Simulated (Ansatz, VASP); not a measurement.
**Two plane-wave programs on Mg5Se**

```
CELL_PARAMETERS angstrom
0.00000 4.12043 4.12043
4.12043 0.00000 4.12043
4.12043 4.12043 0.00000
ATOMIC_POSITIONS crystal
Mg 0.37530 0.37530 0.87409
Mg 0.37530 0.87409 0.37530
Mg 0.87409 0.37530 0.37530
Mg 0.37530 0.37530 0.37530
Mg 0.75000 0.75000 0.75000
Se 0.00000 0.00000 0.00000
```

Change from the starting cell: species swapped into the DyCu5 type (F-43m, No. 216).

Alike in both runs: functional PBE; k mesh 4 × 4 × 4; occupations gaussian, width 0.1 eV; no spin polarisation.

Ansatz relaxed the structure, and its values are those at the end. VASP's run is a single point on that final structure, the one shown.

```csv
,VASP,Ansatz
version,VASP 6.6.1,Ansatz 0.2.0
potentials or method,"VASP PAW PBE potentials, release 64 (Mg, Se), cutoff 520 eV","scalar-relativistic, plane waves, PAW"
valence electrons in the cell,16,66
```

|  | VASP | Ansatz | Ansatz less VASP |
| --- | --- | --- | --- |
| gap on the k mesh at the Fermi level (eV) | none | none | - |
| pressure (GPa) | 0.1 | 0.2 | +0.08 |
| rms of the force components (eV/Å) | 0.009 | 0.009 | +0.0005 |

A gap of «none» marks a metal or a gap that the smearing closes. VASP's potentials hold 16 valence electrons a cell and Ansatz's 66, so a difference there can come from the potentials and not from the codes.
